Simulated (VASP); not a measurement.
# ScIn3As2 (Cmmm) in VASP: further runs

ScIn3As2 is run at these levels: PBE; tasks: single point.

All numbers are computed with VASP 6.6.1; they aren't measurements. Logs are shortened: lines on timing, memory, paths and dates and some standing lists are left out, and cuts for length are marked.

## (1) The cell of the first run

The structure is orthorhombic, space group Cmmm (No. 65). Conventional cell: a = 5.969 Å, b = 14.099 Å, c = 3.921 Å, α = 90.00°, β = 90.00°, γ = 90.00°. Within 3.9 Å of Sc (site symmetry mmm) lie 6 In at 2.98 to 3.09 Å. Within 3.6 Å of In (site symmetry m2m) lie 3 As at 2.75 to 3.02 Å and 2 Sc at 3.09 Å. In (site symmetry mmm) has 4 As at 2.74 Å and 2 Sc at 2.98 Å within 3.6 Å. Within 3.6 Å of As (site symmetry m2m) lie 5 In at 2.74 to 3.02 Å.

## (2) Single point, PBE

INCAR reads:

```
SYSTEM = ScIn3As2
  ALGO = Fast
  EDIFF = 1E-7
  ENCUT = 520
  GGA = PE
  ISIF = 2
  ISMEAR = 0
  LASPH = .True.
  LCHARG = .False.
  LREAL = .False.
  LWAVE = .False.
  NBANDS = 39
  NELM = 60
  PREC = Accurate
  SIGMA = 0.1
```

KPOINTS reads:

```
k-points
0
Gamma
  4 4 4
  0 0 0
```

POSCAR reads:

```
ScIn3As2
1.0
    2.9844359945     -7.0495730002      0.0000000000
    2.9844359945      7.0495730002      0.0000000000
    0.0000000000      0.0000000000      3.9209416139
Sc In As
1 3 2
Direct
    0.0000000000      0.0000000000      0.0000000000
    0.1694880351      0.8305119649      0.5000000000
    0.8305119649      0.1694880351      0.5000000000
    0.5000000000      0.5000000000      0.0000000000
    0.6353266592      0.3646733408      0.5000000000
    0.3646733408      0.6353266592      0.5000000000
```

Potentials or basis: VASP PAW PBE potentials, release 64 (Sc_sv, In_d, As).

Started as:

```bash
$ cat potpaw_PBE.64/Sc_sv/POTCAR potpaw_PBE.64/In_d/POTCAR potpaw_PBE.64/As/POTCAR > POTCAR
$ mpirun -np 1 vasp_std > vasp.out
```

OUTCAR:

```text
SYSTEM = ScIn3As2
   EDIFF = 1E-7
   ENCUT = 520
   GGA = PE
   ISIF = 2
   ISMEAR = 0
   LASPH = .True.
   LREAL = .False.
   NELM = 60
   PREC = Accurate

 ion  position               nearest neighbor table
   1  0.000  0.000  0.000-   4 2.98   4 2.98   2 3.09   2 3.09   3 3.09   3 3.09
   2  0.169  0.831  0.500-   6 2.75   5 3.02   5 3.02   1 3.09   1 3.09   3 3.75   3 3.75
   3  0.831  0.169  0.500-   5 2.75   6 3.02   6 3.02   1 3.09   1 3.09   2 3.75   2 3.75
   4  0.500  0.500  0.000-   5 2.74   6 2.74   5 2.74   6 2.74   1 2.98   1 2.98
   5  0.635  0.365  0.500-   4 2.74   4 2.74   3 2.75   2 3.02   2 3.02
   6  0.365  0.635  0.500-   4 2.74   4 2.74   2 2.75   3 3.02   3 3.02

  LATTYP: Found a base centered orthorhombic cell.
 ALAT       =     5.9688719890
 B/A-ratio  =     2.3621123097
 C/A-ratio  =     0.6568982584

  Lattice vectors:

 A1 = (   2.9844359945,  -7.0495730002,   0.0000000000)
 A2 = (   2.9844359945,   7.0495730002,   0.0000000000)
 A3 = (   0.0000000000,   0.0000000000,   3.9209416139)

Analysis of symmetry for initial positions (statically):
=====================================================================
 Subroutine PRICEL returns:
 Original cell was already a primitive cell.

 Routine SETGRP: Setting up the symmetry group for a
 base centered orthorhombic supercell.

 Subroutine GETGRP returns: Found  8 space group operations
 (whereof  8 operations were pure point group operations)
 out of a pool of  8 trial point group operations.

The static configuration has the point symmetry D_2h.

Analysis of symmetry for dynamics (positions and initial velocities):
=====================================================================
 Subroutine PRICEL returns:
 Original cell was already a primitive cell.

 Routine SETGRP: Setting up the symmetry group for a
 base centered orthorhombic supercell.

 Subroutine GETGRP returns: Found  8 space group operations
 (whereof  8 operations were pure point group operations)
 out of a pool of  8 trial point group operations.

The dynamic configuration has the point symmetry D_2h.

 Subroutine INISYM returns: Found  8 space group operations
 (whereof  8 operations are pure point group operations),
 and found     1 'primitive' translations

----------------------------------------------------------------------------------------

                                     Primitive cell

  volume of cell :     164.9854

  direct lattice vectors                    reciprocal lattice vectors
     2.984435995 -7.049573000  0.000000000     0.167535843 -0.070926282  0.000000000
     2.984435995  7.049573000  0.000000000     0.167535843  0.070926282  0.000000000
     0.000000000  0.000000000  3.920941614     0.000000000  0.000000000  0.255040778

  length of vectors
     7.655281686  7.655281686  3.920941614     0.181930745  0.181930745  0.255040778

  position of ions in fractional coordinates (direct lattice)
     0.000000000  0.000000000  0.000000000
     0.169488035  0.830511965  0.500000000
     0.830511965  0.169488035  0.500000000
     0.500000000  0.500000000  0.000000000
     0.635326659  0.364673341  0.500000000
     0.364673341  0.635326659  0.500000000

  ion indices of the primitive-cell ions
   primitive index   ion index
                 1           1
                 2           2
                 3           3
                 4           4
                 5           5
                 6           6

----------------------------------------------------------------------------------------

 KPOINTS: k-points

Automatic generation of k-mesh.
 Grid dimensions read from file:
 generate k-points for:    4    4    4

 Generating k-lattice:

  Cartesian coordinates                     Fractional coordinates (reciprocal lattice)
     0.041883961 -0.017731570  0.000000000     0.250000000  0.000000000  0.000000000
     0.041883961  0.017731570  0.000000000     0.000000000  0.250000000  0.000000000
     0.000000000  0.000000000  0.063760195     0.000000000  0.000000000  0.250000000

  Length of vectors
     0.045482686  0.045482686  0.063760195

  Shift w.r.t. Gamma in fractional coordinates (k-lattice)
     0.000000000  0.000000000  0.000000000

 Subroutine IBZKPT returns following result:
 ===========================================

 Found     21 irreducible k-points:

 Following reciprocal coordinates:
            Coordinates               Weight
  0.000000  0.000000  0.000000      1.000000
  0.250000 -0.000000  0.000000      4.000000
  0.500000 -0.000000  0.000000      2.000000
  0.250000  0.250000  0.000000      2.000000
  0.500000  0.250000  0.000000      4.000000
 -0.250000  0.250000  0.000000      2.000000
[... 13 lines left out ...]
 -0.250000  0.250000  0.500000      2.000000
  0.500000  0.500000  0.500000      1.000000
   k-points           NKPTS =     21   k-points in BZ     NKDIM =     21   number of bands    NBANDS=     39
   number of dos      NEDOS =    301   number of ions     NIONS =      6
   total plane-waves  NPLWV = 108000
   dimension x,y,z NGX =    60 NGY =   60 NGZ =   30
   dimension x,y,z NGXF=   120 NGYF=  120 NGZF=   60
   ions per type =               1   3   2
   NGX,Y,Z   is equivalent  to a cutoff of  13.03, 13.03, 12.72 a.u.
   NGXF,Y,Z  is equivalent  to a cutoff of  26.06, 26.06, 25.44 a.u.
 SYSTEM =  ScIn3As2
   PREC   = accura    normal or accurate (medium, high low for compatibility)
   ISTART =      0    job   : 0-new  1-cont  2-samecut
   ICHARG =      2    charge: 1-file 2-atom 10-const
   ISPIN  =      1    spin polarized calculation?
   LNONCOLLINEAR =      F non collinear calculations
   LSORBIT =      F    spin-orbit coupling
   LASPH  =      T    aspherical Exc in radial PAW
   ENCUT  =  520.0 eV  38.22 Ry    6.18 a.u.  14.23 14.23  7.29*2*pi/ulx,y,z
   NELM   =     60;   NELMIN=  2; NELMDL= -5     # of ELM steps
   EDIFF  = 0.1E-06   stopping-criterion for ELM
   LREAL  =      F    real-space projection
   EDIFFG = 0.1E-05   stopping-criterion for IOM
   NSW    =      0    number of steps for IOM
   IBRION =     -1    ionic relax: 0-MD 1-quasi-New 2-CG
   NFREE  =      0    steps in history (QN), initial steepest desc. (CG)
   ISIF   =      2    stress and relaxation
   ISYM   =      2    0-nonsym 1-usesym 2-fastsym
   POTIM  = 0.5000    time-step for ionic-motion
   TEBEG  =    0.0;   TEEND  =   0.0 temperature during run
   PSTRESS=    0.0 pullay stress
   NELECT =      60.0000    total number of electrons
   NUPDOWN=      -1.0000    fix difference up-down
   EMIN   =  10.00;   EMAX   =-10.00  energy-range for DOS
   EFERMI =   0.00;   METHOD = LEGACY
   ISMEAR =     0;   SIGMA  =   0.10  broadening in eV -4-tet -1-fermi 0-gaus
   EFERMI_NEDOS =   21; number of points for ismear=-14 and -15
   IALGO  =     68    algorithm
   IMIX   =      4    mixing-type and parameters
     AMIX     =   0.40;   BMIX     =  1.00
     AMIX_MAG =   1.60;   BMIX_MAG =  1.00
  volume/ion in A,a.u.               =      27.50       185.56
  Fermi-wavevector in a.u.,A,eV,Ry     =   1.168540  2.208220 18.578548  1.365485
  Thomas-Fermi vector in A             =   2.305025
   LORBIT       =      0    0 simple, 1 ext, 2 COOP (PROOUT), +10 PAW based schemes
   GGA     = PE    functional components
   LHFCALC =     F    Hartree Fock is set to
   AEXX    =    0.0000 exact exchange contribution
   IVDW    =     0    specifies the selected vdW correction
   LEPSILON=     F    determine dielectric tensor
   LRPA    =     F    only Hartree local field effects (RPA)
 non-spin polarized calculation
 RMM-DIIS sequential band-by-band and
 Gauss-broadening in eV      SIGMA  =   0.10
  energy-cutoff  :      520.00
  volume of cell :      164.99
 maximum number of plane-waves:      4462
 NGX is ok and might be reduce to    60
   NGX = 29   NGY = 29   NGZ = 15

 number of electron      59.9999999 magnetization

 Free energy of the ion-electron system (eV)
  ---------------------------------------------------
  ext. energy  EPLUGINS =         0.00000000
  ---------------------------------------------------
  free energy    TOTEN  =       -22.31770225 eV

  energy without entropy =      -22.29193410  energy(sigma->0) =      -22.30481818

 E-fermi :   5.0074     XC(G=0):  -9.4427

 val. band max:        4.9906658083   @ k =   0.5000   0.2500   0.2500
 cond. band min:       5.0254784061   @ k =   0.5000  -0.0000   0.0000
 fundamental gap:      0.0348125978
 Fermi energy:         5.0074140087

 k-point     1 :       0.0000    0.0000    0.0000
  band No.  band energies     occupation
      1     -45.2864      2.00000
      2     -23.9266      2.00000
      3     -23.9059      2.00000
      4     -23.9020      2.00000
      5      -9.7269      2.00000
      6      -9.5832      2.00000
[... 31 lines left out ...]
     38       8.3490      0.00000
     39       9.1124      0.00000

 k-point     2 :       0.2500   -0.0000    0.0000
  band No.  band energies     occupation
      1     -45.2864      2.00000
      2     -23.9266      2.00000
      3     -23.9073      2.00000
      4     -23.9021      2.00000
      5      -9.7163      2.00000
      6      -9.5835      2.00000
[... 31 lines left out ...]
     38       8.6588      0.00000
     39       9.1141      0.00000

 k-point     3 :       0.5000   -0.0000    0.0000
  band No.  band energies     occupation
      1     -45.2864      2.00000
      2     -23.9266      2.00000
      3     -23.9086      2.00000
      4     -23.9021      2.00000
      5      -9.7053      2.00000
      6      -9.5836      2.00000
[... 31 lines left out ...]
     38       8.4544      0.00000
     39       8.5286      0.00000

 k-point     4 :       0.2500    0.2500    0.0000
  band No.  band energies     occupation
      1     -45.2864      2.00000
      2     -23.9266      2.00000
      3     -23.9086      2.00000
      4     -23.9021      2.00000
      5      -9.7055      2.00000
      6      -9.5836      2.00000
[... 31 lines left out ...]
     38       8.2249      0.00000
     39       8.5734      0.00000
[... 628 lines left out ...]
     38       7.8517      0.00000
     39       8.3337      0.00000

 k-point    20 :      -0.2500    0.2500    0.5000
  band No.  band energies     occupation
      1     -45.2847      2.00000
      2     -23.9576      2.00000
      3     -23.9032      2.00000
      4     -23.8989      2.00000
      5      -9.7925      2.00000
      6      -9.6192      2.00000
[... 31 lines left out ...]
     38       7.4780      0.00000
     39       8.4950      0.00000

 k-point    21 :       0.5000    0.5000    0.5000
  band No.  band energies     occupation
      1     -45.2847      2.00000
      2     -23.9576      2.00000
      3     -23.9032      2.00000
      4     -23.8989      2.00000
      5      -9.7824      2.00000
      6      -9.6187      2.00000
[... 31 lines left out ...]
     38       7.7623      0.00000
     39       9.0216      0.00000

------------------------ aborting loop because EDIFF is reached ----------------------------------------

  FORCE on cell =-STRESS in cart. coord.  units (eV):
  Direction    XX          YY          ZZ          XY          YZ          ZX
  --------------------------------------------------------------------------------------
  -------------------------------------------------------------------------------------
  Total       -0.1018666     -0.0511187      0.0331262      0.0000000      0.0000000      0.0000000
  in kB       -0.9892294     -0.4964152      0.3216891      0.0000000      0.0000000      0.0000000
  external PRESSURE =      -0.3879852 kB  Pullay stress =       0.0000000 kB

 VOLUME and BASIS-vectors are now :
 -----------------------------------------------------------------------------
  energy-cutoff  :      520.00
  volume of cell :      164.99
      direct lattice vectors                 reciprocal lattice vectors
     2.984435995 -7.049573000  0.000000000     0.167535843 -0.070926282  0.000000000
     2.984435995  7.049573000  0.000000000     0.167535843  0.070926282  0.000000000
     0.000000000  0.000000000  3.920941614     0.000000000  0.000000000  0.255040778

 POSITION                                       TOTAL-FORCE (eV/Angst)
 -----------------------------------------------------------------------------------
      0.00000      0.00000      0.00000         0.000000      0.000000     -0.000000
      2.98444      4.65994      1.96047         0.000000      0.013897      0.000000
      2.98444     -4.65994      1.96047         0.000000     -0.013897     -0.000000
      2.98444      0.00000      0.00000        -0.000000      0.000000     -0.000000
      2.98444     -1.90799      1.96047         0.000000     -0.011206     -0.000000
      2.98444      1.90799      1.96047         0.000000      0.011206     -0.000000
 -----------------------------------------------------------------------------------
    total drift:                                0.000000      0.000000      0.000000

  FREE ENERGIE OF THE ION-ELECTRON SYSTEM (eV)
  ---------------------------------------------------
  free  energy   TOTEN  =       -22.3177022540 eV

  energy  without entropy=      -22.2919341048  energy(sigma->0) =      -22.30481818
```

It took 3.8 min on 1 thread of Intel Xeon Platinum 8488C (Sapphire Rapids), shared host; peak memory 0.4 GiB.

Results:

| Quantity | Value |
| --- | --- |
| Free energy | -22.3177 eV |
| Pressure | 0.0 GPa |
| Largest force | 0.014 eV/Å |
| Band gap on the k mesh | zero (band 30 reaches 5.42 eV, above the bottom of band 31 at 4.43 eV) |

Forces on the atoms (eV/Å):
```
Sc   0.000  0.000  0.000
In   0.000  0.014  0.000
In   0.000 -0.014  0.000
In   0.000  0.000  0.000
As   0.000 -0.011  0.000
As   0.000  0.011  0.000
```

Stress tensor (GPa, compression positive):
```
-0.10  0.00  0.00
 0.00 -0.05  0.00
 0.00  0.00  0.03
```

Caveat: the k points lie up to 0.40 Å⁻¹ apart; spin-orbit coupling is left out, which moves the levels of the heavy elements.

## (3) Single point, PBE

This run uses another cell than the first one, of 21.58 Å³/atom, 0.785 times its volume.

INCAR reads:

```
SYSTEM = ScIn3As2
ALGO = Normal ; EDIFF = 1E-7
ENCUT = 520 ; GGA = PE
ISIF = 2 ; ISMEAR = 0
LASPH = .TRUE. ; LCHARG = .TRUE.
LELF = .TRUE. ; LREAL = .FALSE.
LVHAR = .TRUE. ; LWAVE = .FALSE.
NBANDS = 39 ; NELM = 100
PREC = Accurate ; SIGMA = 0.1
```

KPOINTS reads:

```
k-points
0
G
  4 4 4
  0 0 0
```

POSCAR reads:

```
ScIn3As2
1.0
    2.6523459200     -5.8884634700      0.0000000000
    2.6523459200      5.8884634700      0.0000000000
    0.0000000000      0.0000000000      4.1457542300
Sc In As
1 3 2
Direct
    0.0000000000      0.0000000000      0.0000000000
    0.1478336900      0.8521663100      0.5000000000
    0.8521663100      0.1478336900      0.5000000000
    0.5000000000      0.5000000000      0.0000000000
    0.6562623200      0.3437376800      0.5000000000
    0.3437376800      0.6562623200      0.5000000000
```

Potentials or basis: VASP PAW PBE potentials, release 64 (Sc_sv, In_d, As).

Started as:

```bash
$ cat potpaw_PBE.64/Sc_sv/POTCAR potpaw_PBE.64/In_d/POTCAR potpaw_PBE.64/As/POTCAR > POTCAR
$ mpirun -np 1 vasp_std > vasp.out
```

Run time: 81 s. Hardware: 1 thread of Intel Xeon Platinum 8488C (Sapphire Rapids), shared host; peak memory 0.31 GiB.

The run converged. Its results:

```yaml
Free_energy: -18.5318 eV
Pressure: 26.2 GPa
Largest_force: 4.041 eV/Å
Band_gap_on_the_k_mesh: zero (band 30 reaches 7.97 eV, above the bottom of band 31 at 6.93 eV)
```

Forces in eV/Å, atoms in the order of the input:
```
Sc   0.000  0.000  0.000
In   0.000  2.161  0.000
In   0.000 -2.161  0.000
In   0.000  0.000  0.000
As   0.000  4.041  0.000
As   0.000 -4.041  0.000
```

Stress tensor (GPa, compression positive):
```
28.66  0.00  0.00
 0.00 36.58  0.00
 0.00  0.00 13.31
```

Levels at points of the mesh, in eV from the Fermi level:
| k point | band 27 | band 28 | band 29 | band 30 | band 31 | band 32 | band 33 | band 34 |
| --- | --- | --- | --- | --- | --- | --- | --- | --- |
| (0.00, 0.00, 0.00) | -2.90 | -1.40 | -0.46 | 0.47 | 0.97 | 1.36 | 1.53 | 1.65 |
| (0.50, 0.00, 0.00) | -0.94 | -0.92 | 0.01 | 0.03 | 0.31 | 1.04 | 1.36 | 1.44 |
| (0.50, 0.50, 0.00) | -2.20 | -1.89 | -1.29 | -0.88 | 0.70 | 1.05 | 1.34 | 1.52 |
| (0.00, 0.00, 0.50) | -3.26 | -3.05 | -2.24 | 0.33 | 0.34 | 0.63 | 0.99 | 1.16 |
| (0.50, 0.00, 0.50) | -2.57 | -2.09 | -1.45 | -0.27 | 0.39 | 1.00 | 1.40 | 1.75 |
| (0.50, 0.50, 0.50) | -2.19 | -1.91 | -1.45 | -1.15 | 0.39 | 0.61 | 1.12 | 1.23 |

Caveat: the k points lie up to 0.38 Å⁻¹ apart; spin-orbit coupling is left out, which moves the levels of the heavy elements; forces of over 1 eV/Å act on the atoms, so gaps and moduli don't describe the material at rest.
